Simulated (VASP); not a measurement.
Here is a VASP 6.6.1 calculation.

The input INCAR:

```
ALGO = Normal
EDIFF = 1E-7
ENCUT = 520
GGA = PE
ISIF = 2
ISMEAR = 0
LASPH = T
LCHARG = F
LREAL = F
LWAVE = F
NBANDS = 8
NELM = 60
PREC = Accurate
SIGMA = 0.1
```

The input KPOINTS:

```
k-points
0
Gamma
  10 10 10
```

POSCAR

```
Al
1.0
    0.0000000000      2.0415396845      2.0415396845
    2.0415396845      0.0000000000      2.0415396845
    2.0415396845      2.0415396845      0.0000000000
Al
1
Direct
    0.0000000000      0.0000000000      0.0000000000
```

Potentials or basis: VASP PAW PBE potentials, release 64 (Al).

The run is started by

```bash
$ cat potpaw_PBE.64/Al/POTCAR > POTCAR
$ mpirun -np 1 vasp_std > vasp.out
```

(1) Estimate the pressure.

Results:

(1) -2.1 GPa.
